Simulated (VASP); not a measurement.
A run of VASP 6.6.1:

INCAR

```
  PREC = Accurate
  ENCUT = 520
  EDIFF = 1E-6
  ISMEAR = 0
  SIGMA = 0.15
  LREAL = False
  LASPH = True
  NELM = 100
  ALGO = Normal
  ISIF = 2
  LWAVE = False
  LCHARG = True
  GGA = CA
  LELF = True
  LVHAR = True
  NBANDS = 11
```

File KPOINTS:

```
regular mesh
0
Gamma
  24 24 14
```

The input POSCAR:

```
Si
1.0
   -1.6356629409     -1.6356629409      1.3048122898
   -1.6356629409      1.6356629409      1.3048122898
   -3.2713258818      0.0000000000     -2.6096245796
Si
2
Direct
    0.5403359276      0.5403359276      0.5052557733
   -0.0403359276     -0.0403359276     -0.0052557733
```

Potentials or basis: VASP PAW LDA potentials, release 64 (Si).

The run is started by

```console
$ cat potpaw_LDA.64/Si/POTCAR > POTCAR
$ mpirun -np 1 vasp_std > vasp.out
```

Hardware: 1 thread of AMD EPYC 9R45 96-Core Processor (Zen 5) (shared host).

Problem. How long does it take, and how much memory?

Solution. Run time: 3.3 min on 1 thread of AMD EPYC 9R45 96-Core Processor (Zen 5), with other jobs on the host, peak memory 0.52 GiB. Counts: scf iterations 10, k points 2114.
